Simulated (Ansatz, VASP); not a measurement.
H in VASP and in Ansatz

File POSCAR:

```
H
1.0
   10.5000000000      0.0000000000      0.0000000000
    0.0000000000     11.0000000000      0.0000000000
    0.0000000000      0.0000000000     11.5000000000
H
1
Direct
    0.5000000000      0.5045454500      0.5000000000
```

The input INCAR.step1:

```
SYSTEM = H
ALGO = Normal
EDIFF = 1E-5
ENCUT = 440
GGA = PE
GGA_COMPAT = .False.
ISMEAR = 0
ISPIN = 2
LASPH = .True.
LCHARG = .False.
LREAL = .False.
LWAVE = .True.
MAGMOM = 1.1
NBANDS = 10
NELM = 200
NELMDL = -8
PREC = Accurate
SIGMA = 0.005
```

Contents of INCAR.step2:

```
SYSTEM = H
ALGO = Normal
BPARAM = 11.95
CPARAM = 0.0093
EDIFF = 1E-6
ENCUT = 440
GGA_COMPAT = .False.
ISIF = 2
ISMEAR = 0
ISPIN = 2
ISTART = 1
IVDW_NL = 2
LASPH = .True.
LCHARG = .False.
LMIXTAU = .True.
LORBIT = 11
LREAL = .False.
LUSE_VDW = .True.
LWAVE = .False.
MAGMOM = 1.1
METAGGA = R2SCAN
NBANDS = 10
NELM = 200
PREC = Accurate
SIGMA = 0.005
```

File KPOINTS:

```
k-points
0
Gamma
  1 1 1
  0 0 0
```

Input for Ansatz:

```yaml
crystal:
  lattice:
    - [10.5, 0.0, 0.0]
    - [0.0, 11.0, 0.0]
    - [0.0, 0.0, 11.5]
  atoms:
    - { symbol: H, position: [0.5, 0.50454545, 0.5], spin: 1.1 }
magnetization:
  spin_polarized: true
hamiltonian:
  xc: r2scan
  dispersion: rvv10
kpoints:
  mp_grid: { grid: [1, 1, 1] }
scf:
  occupations: { method: gaussian, width: 0.005 }
  max_iter: 140
  lower_state_search: "off"
output:
  forces: true
```

Alike in both runs: task single point; functional r2SCAN; dispersion rVV10; k mesh 1 × 1 × 1; occupations gaussian, width 0.005 eV; collinear spin.

|  | VASP | Ansatz |
| --- | --- | --- |
| version | VASP 6.6.1 | Ansatz 0.2.0 |
| potentials or method | VASP PAW PBE potentials, release 64 (H) | scalar-relativistic, plane waves, PAW |
| plane-wave cutoff (eV) | 440 | 500 |
| valence electrons in the cell | 1 | 1 |

VASP gave:

* net moment per atom (μB): 1.00
* size of the moment on the site where the two differ most (μB): 0.38

Q: What did Ansatz give for the same quantities?

A: net moment per atom (μB): 1.00; size of the moment on the site where the two differ most (μB): 1.00.

VASP's potentials were made for PBE, not for r2SCAN. Site moments also hang on the region over which each program counts them. Ansatz's warnings: stability check not made.
